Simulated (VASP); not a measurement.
# BaF2 (Fm-3m) in VASP: single point with PBE

Aim: the single point of BaF2 with PBE.

Everything below comes from runs of VASP 6.6.1. Logs are shortened: lines on timing, memory, paths and dates and some standing lists are left out, and cuts for length are marked.

## Step 1: The cell of the first run

It takes space group Fm-3m (No. 225, cubic). Conventional cell: a = 6.200 Å, b = 6.200 Å, c = 6.200 Å, α = 90.00°, β = 90.00°, γ = 90.00°. Within 3.5 Å of Ba (site symmetry m-3m) lie 8 F at 2.68 Å. Within 3.5 Å of F (site symmetry -43m) lie 4 Ba at 2.68 Å and 6 F at 3.10 Å.

## Step 2: Single point, PBE

The input, INCAR:

```
SYSTEM = BaF2
  PREC = Accurate
  ENCUT = 1350
  EDIFF = 1E-6
  ISMEAR = -1
  SIGMA = 0.05
  LREAL = .FALSE.
  LASPH = .TRUE.
  NELM = 120
  ALGO = Normal
  ISIF = 2
  LWAVE = .FALSE.
  LCHARG = .TRUE.
  GGA = PE
  LELF = .TRUE.
  LVHAR = .TRUE.
  NBANDS = 19
  GGA_COMPAT = .FALSE.
```

The input, KPOINTS:

```
regular mesh
0
G
  6 6 6
  0 0 0
```

The input, POSCAR:

```
BaF2
1.0
    0.0000000000      3.1000500000      3.1000500000
    3.1000500000      0.0000000000      3.1000500000
    3.1000500000      3.1000500000      0.0000000000
Ba F
1 2
Direct
    0.0000000000      0.0000000000      0.0000000000
    0.2500000000      0.2500000000      0.2500000000
    0.7500000000      0.7500000000      0.7500000000
```

Potentials or basis: VASP PAW PBE potentials, release 64 (Ba_sv, F_h).

Run with:

```bash
$ cat potpaw_PBE.64/Ba_sv/POTCAR potpaw_PBE.64/F_h/POTCAR > POTCAR
$ mpirun -np 1 vasp_std > vasp.out
```

OUTCAR:

```text
SYSTEM = BaF2
   PREC = Accurate
   ENCUT = 1350
   EDIFF = 1E-6
   ISMEAR = -1
   LREAL = .FALSE.
   LASPH = .TRUE.
   NELM = 120
   ISIF = 2
   GGA = PE

 ion  position               nearest neighbor table
   1  0.000  0.000  0.000-   3 2.68   3 2.68   2 2.68   3 2.68   2 2.68   2 2.68   3 2.68   2 2.68

   2  0.250  0.250  0.250-   1 2.68   1 2.68   1 2.68   1 2.68
   3  0.750  0.750  0.750-   1 2.68   1 2.68   1 2.68   1 2.68

  LATTYP: Found a face centered cubic cell.
 ALAT       =     6.2001000000

  Lattice vectors:

 A1 = (   0.0000000000,   3.1000500000,   3.1000500000)
 A2 = (   3.1000500000,   0.0000000000,   3.1000500000)
 A3 = (   3.1000500000,   3.1000500000,   0.0000000000)

Analysis of symmetry for initial positions (statically):
=====================================================================
 Subroutine PRICEL returns:
 Original cell was already a primitive cell.

 Routine SETGRP: Setting up the symmetry group for a
 face centered cubic supercell.

 Subroutine GETGRP returns: Found 48 space group operations
 (whereof 48 operations were pure point group operations)
 out of a pool of 48 trial point group operations.

The static configuration has the point symmetry O_h .

Analysis of symmetry for dynamics (positions and initial velocities):
=====================================================================
 Subroutine PRICEL returns:
 Original cell was already a primitive cell.

 Routine SETGRP: Setting up the symmetry group for a
 face centered cubic supercell.

 Subroutine GETGRP returns: Found 48 space group operations
 (whereof 48 operations were pure point group operations)
 out of a pool of 48 trial point group operations.

The dynamic configuration has the point symmetry O_h .

 Subroutine INISYM returns: Found 48 space group operations
 (whereof 48 operations are pure point group operations),
 and found     1 'primitive' translations

----------------------------------------------------------------------------------------

                                     Primitive cell

  volume of cell :      59.5849

  direct lattice vectors                    reciprocal lattice vectors
     0.000000000  3.100050000  3.100050000    -0.161287721  0.161287721  0.161287721
     3.100050000  0.000000000  3.100050000     0.161287721 -0.161287721  0.161287721
     3.100050000  3.100050000  0.000000000     0.161287721  0.161287721 -0.161287721

  length of vectors
     4.384132754  4.384132754  4.384132754     0.279358528  0.279358528  0.279358528

  position of ions in fractional coordinates (direct lattice)
     0.000000000  0.000000000  0.000000000
     0.250000000  0.250000000  0.250000000
     0.750000000  0.750000000  0.750000000

  ion indices of the primitive-cell ions
   primitive index   ion index
                 1           1
                 2           2
                 3           3

----------------------------------------------------------------------------------------

 KPOINTS: regular mesh

Automatic generation of k-mesh.
 Grid dimensions read from file:
 generate k-points for:    6    6    6

 Generating k-lattice:

  Cartesian coordinates                     Fractional coordinates (reciprocal lattice)
    -0.026881287  0.026881287  0.026881287     0.166666667  0.000000000  0.000000000
     0.026881287 -0.026881287  0.026881287     0.000000000  0.166666667  0.000000000
     0.026881287  0.026881287 -0.026881287     0.000000000  0.000000000  0.166666667

  Length of vectors
     0.046559755  0.046559755  0.046559755

  Shift w.r.t. Gamma in fractional coordinates (k-lattice)
     0.000000000  0.000000000  0.000000000

 Subroutine IBZKPT returns following result:
 ===========================================

 Found     16 irreducible k-points:

 Following reciprocal coordinates:
            Coordinates               Weight
  0.000000  0.000000  0.000000      1.000000
  0.166667  0.000000  0.000000      8.000000
  0.333333  0.000000  0.000000      8.000000
  0.500000  0.000000  0.000000      4.000000
  0.166667  0.166667  0.000000      6.000000
  0.333333  0.166667  0.000000     24.000000
[... 8 lines left out ...]
 -0.333333  0.333333  0.166667     24.000000
 -0.333333  0.500000  0.166667     12.000000
   k-points           NKPTS =     16   k-points in BZ     NKDIM =     16   number of bands    NBANDS=     19
   number of dos      NEDOS =    301   number of ions     NIONS =      3
   total plane-waves  NPLWV = 157464
   dimension x,y,z NGX =    54 NGY =   54 NGZ =   54
   dimension x,y,z NGXF=   108 NGYF=  108 NGZF=  108
   ions per type =               1   2
   NGX,Y,Z   is equivalent  to a cutoff of  20.48, 20.48, 20.48 a.u.
   NGXF,Y,Z  is equivalent  to a cutoff of  40.95, 40.95, 40.95 a.u.
 SYSTEM =  BaF2
   PREC   = accura    normal or accurate (medium, high low for compatibility)
   ISTART =      0    job   : 0-new  1-cont  2-samecut
   ICHARG =      2    charge: 1-file 2-atom 10-const
   ISPIN  =      1    spin polarized calculation?
   LNONCOLLINEAR =      F non collinear calculations
   LSORBIT =      F    spin-orbit coupling
   LASPH  =      T    aspherical Exc in radial PAW
   ENCUT  = 1350.0 eV  99.22 Ry    9.96 a.u.  13.13 13.13 13.13*2*pi/ulx,y,z
   NELM   =    120;   NELMIN=  2; NELMDL= -5     # of ELM steps
   EDIFF  = 0.1E-05   stopping-criterion for ELM
   LREAL  =      F    real-space projection
   EDIFFG = 0.1E-04   stopping-criterion for IOM
   NSW    =      0    number of steps for IOM
   IBRION =     -1    ionic relax: 0-MD 1-quasi-New 2-CG
   NFREE  =      0    steps in history (QN), initial steepest desc. (CG)
   ISIF   =      2    stress and relaxation
   ISYM   =      2    0-nonsym 1-usesym 2-fastsym
   POTIM  = 0.5000    time-step for ionic-motion
   TEBEG  =    0.0;   TEEND  =   0.0 temperature during run
   PSTRESS=    0.0 pullay stress
   NELECT =      24.0000    total number of electrons
   NUPDOWN=      -1.0000    fix difference up-down
   EMIN   =  10.00;   EMAX   =-10.00  energy-range for DOS
   EFERMI =   0.00;   METHOD = LEGACY
   ISMEAR =    -1;   SIGMA  =   0.05  broadening in eV -4-tet -1-fermi 0-gaus
   EFERMI_NEDOS =   21; number of points for ismear=-14 and -15
   IALGO  =     38    algorithm
   IMIX   =      4    mixing-type and parameters
     AMIX     =   0.40;   BMIX     =  1.00
     AMIX_MAG =   1.60;   BMIX_MAG =  1.00
  volume/ion in A,a.u.               =      19.86       134.03
  Fermi-wavevector in a.u.,A,eV,Ry     =   1.209019  2.284715 19.888011  1.461728
  Thomas-Fermi vector in A             =   2.344609
   LORBIT       =      0    0 simple, 1 ext, 2 COOP (PROOUT), +10 PAW based schemes
   GGA     = PE    functional components
   LHFCALC =     F    Hartree Fock is set to
   AEXX    =    0.0000 exact exchange contribution
   IVDW    =     0    specifies the selected vdW correction
   LEPSILON=     F    determine dielectric tensor
   LRPA    =     F    only Hartree local field effects (RPA)
 non-spin polarized calculation
  energy-cutoff  :     1350.00
  volume of cell :       59.58
 maximum number of plane-waves:      6754
 NGX is ok and might be reduce to    54
   NGX = 27   NGY = 27   NGZ = 27

 number of electron      23.9999998 magnetization

 Free energy of the ion-electron system (eV)
  ---------------------------------------------------
  ext. energy  EPLUGINS =         0.00000000
  ---------------------------------------------------
  free energy    TOTEN  =       -17.12443082 eV

  energy without entropy =      -17.12443082  energy(sigma->0) =      -17.12443082

 E-fermi :  -0.6199     XC(G=0):  -8.6990

 val. band max:       -1.7955801334   @ k =  -0.1667   0.1667   0.0000
 cond. band min:       4.9874006828   @ k =   0.0000   0.0000   0.0000
 fundamental gap:      6.7829808162
 Fermi energy:        -0.6199471147

 k-point     1 :       0.0000    0.0000    0.0000
  band No.  band energies     occupation
      1     -24.8772      2.00000
      2     -20.7147      2.00000
      3     -20.6658      2.00000
      4      -9.7173      2.00000
      5      -9.7173      2.00000
      6      -9.7173      2.00000
[... 11 lines left out ...]
     18       9.6056      0.00000
     19      13.6672      0.00000

 k-point     2 :       0.1667    0.0000    0.0000
  band No.  band energies     occupation
      1     -24.8268      2.00000
      2     -20.7466      2.00000
      3     -20.7229      2.00000
      4      -9.7645      2.00000
      5      -9.7585      2.00000
      6      -9.7585      2.00000
[... 11 lines left out ...]
     18       9.6314      0.00000
     19      12.6305      0.00000

 k-point     3 :       0.3333    0.0000    0.0000
  band No.  band energies     occupation
      1     -24.7204      2.00000
      2     -20.8818      2.00000
      3     -20.7718      2.00000
      4      -9.8446      2.00000
      5      -9.8375      2.00000
      6      -9.8375      2.00000
[... 11 lines left out ...]
     18       9.7231      0.00000
     19      11.7221      0.00000

 k-point     4 :       0.5000    0.0000    0.0000
  band No.  band energies     occupation
      1     -24.6640      2.00000
      2     -20.9571      2.00000
      3     -20.7920      2.00000
      4      -9.8788      2.00000
      5      -9.8755      2.00000
      6      -9.8755      2.00000
[... 231 lines left out ...]
     18      10.6353      0.00000
     19      12.6916      0.00000

 k-point    15 :      -0.3333    0.3333    0.1667
  band No.  band energies     occupation
      1     -24.6081      2.00000
      2     -20.9420      2.00000
      3     -20.9004      2.00000
      4     -10.0645      2.00000
      5      -9.8430      2.00000
      6      -9.8428      2.00000
[... 11 lines left out ...]
     18      11.6080      0.00000
     19      12.2506      0.00000

 k-point    16 :      -0.3333    0.5000    0.1667
  band No.  band energies     occupation
      1     -24.5888      2.00000
      2     -20.9848      2.00000
      3     -20.8883      2.00000
      4     -10.1200      2.00000
      5      -9.9692      2.00000
      6      -9.6940      2.00000
[... 11 lines left out ...]
     18      12.6645      0.00000
     19      12.9325      0.00000

------------------------ aborting loop because EDIFF is reached ----------------------------------------

  FORCE on cell =-STRESS in cart. coord.  units (eV):
  Direction    XX          YY          ZZ          XY          YZ          ZX
  --------------------------------------------------------------------------------------
  -------------------------------------------------------------------------------------
  Total        0.8286082      0.8286082      0.8286082      0.0000000      0.0000000     -0.0000000
  in kB       22.2804383     22.2804383     22.2804383      0.0000000      0.0000000     -0.0000000
  external PRESSURE =      22.2804383 kB  Pullay stress =       0.0000000 kB

 VOLUME and BASIS-vectors are now :
 -----------------------------------------------------------------------------
  energy-cutoff  :     1350.00
  volume of cell :       59.58
      direct lattice vectors                 reciprocal lattice vectors
     0.000000000  3.100050000  3.100050000    -0.161287721  0.161287721  0.161287721
     3.100050000  0.000000000  3.100050000     0.161287721 -0.161287721  0.161287721
     3.100050000  3.100050000  0.000000000     0.161287721  0.161287721 -0.161287721

 POSITION                                       TOTAL-FORCE (eV/Angst)
 -----------------------------------------------------------------------------------
      0.00000      0.00000      0.00000        -0.000000     -0.000000      0.000000
      1.55002      1.55002      1.55002         0.000000      0.000000      0.000000
      4.65008      4.65008      4.65008        -0.000000     -0.000000     -0.000000
 -----------------------------------------------------------------------------------
    total drift:                                0.000000      0.000000      0.000000

  FREE ENERGIE OF THE ION-ELECTRON SYSTEM (eV)
  ---------------------------------------------------
  free  energy   TOTEN  =       -17.1244308245 eV

  energy  without entropy=      -17.1244308244  energy(sigma->0) =      -17.12443082
```

Wall time 79 s (1 thread of AMD EPYC 7R13 (Zen 3), shared host); peak memory 0.39 GiB.

What came out:

```
Free energy            : -17.1244 eV
Pressure               : 2.2 GPa
Band gap on the k mesh : 6.78 eV (least direct gap 6.85 eV)
```

Caveat: spin-orbit coupling is left out, which moves the levels of the heavy elements. As with any semilocal functional, this PBE gap is likely too small.
